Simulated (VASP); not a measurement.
# AlCr2C: single point with PBE

The system is AlCr2C.

```
Al Cr C
1.0
     2.93213    0.00000    0.00000
    -1.46607    2.53930    0.00000
     0.00000    0.00000   13.11253
Al Cr C
2 4 2
Direct
  0.66667 0.33333 0.25000
  0.33333 0.66667 0.75000
  0.33333 0.66667 0.41949
  0.66667 0.33333 0.91949
  0.66667 0.33333 0.58051
  0.33333 0.66667 0.08051
  0.00000 0.00000 0.50000
  0.00000 0.00000 0.00000
```

This cell differs from its parent crystal: volume scaled by 1.10, then relaxed in part.

```json
{
 "Program": "VASP 6.6.1",
 "Task": "single point",
 "Functional": "PBE",
 "Potentials or basis": "VASP PAW PBE potentials, release 64 (Al, Cr_pv, C)",
 "Cutoff": "520 eV",
 "k mesh": "12 × 12 × 4",
 "Occupations": "gaussian, width 0.1 eV",
 "Spin": "no spin polarisation",
 "Dipole correction": "no",
 "Further INCAR settings": "ALGO = Normal; EDIFF = 1e-06; NBANDS = 41"
}
```

- Pressure: -14.3 GPa
- Largest force: 0.038 eV/Å
- Band gap on the k mesh: zero (band 31 reaches 9.15 eV, above the bottom of band 32 at 8.38 eV)

Forces in eV/Å, atoms in the order of the input:
```
Al   0.000  0.000  0.000
Al   0.000  0.000  0.000
Cr   0.000  0.000 -0.038
Cr   0.000  0.000 -0.038
Cr   0.000  0.000  0.038
Cr   0.000  0.000  0.038
C    0.000  0.000  0.000
C    0.000  0.000  0.000
```

Stress tensor (GPa, compression positive):
```
-14.24   0.00   0.00
  0.00 -14.24   0.00
  0.00   0.00 -14.32
```

Levels at points of the mesh, in eV from the Fermi level:
```tsv
k point	band 29	band 30	band 31	band 32	band 33	band 34
(0.00, 0.00, 0.00)	-0.95	-0.84	-0.19	-0.19	-0.17	-0.17
(0.50, 0.00, 0.00)	0.12	0.33	0.33	0.41	0.59	0.61
(0.00, 0.00, 0.50)	-0.89	-0.89	-0.18	-0.18	-0.18	-0.18
(0.50, 0.00, 0.50)	0.23	0.23	0.36	0.36	0.60	0.60
```

It took 3.3 min on 1 thread of Intel Xeon 6975P-C, with other jobs on the host, peak memory 0.35 GiB.

 Spin polarisation is off, so any magnetic state and its effect on volume and gap are missing.
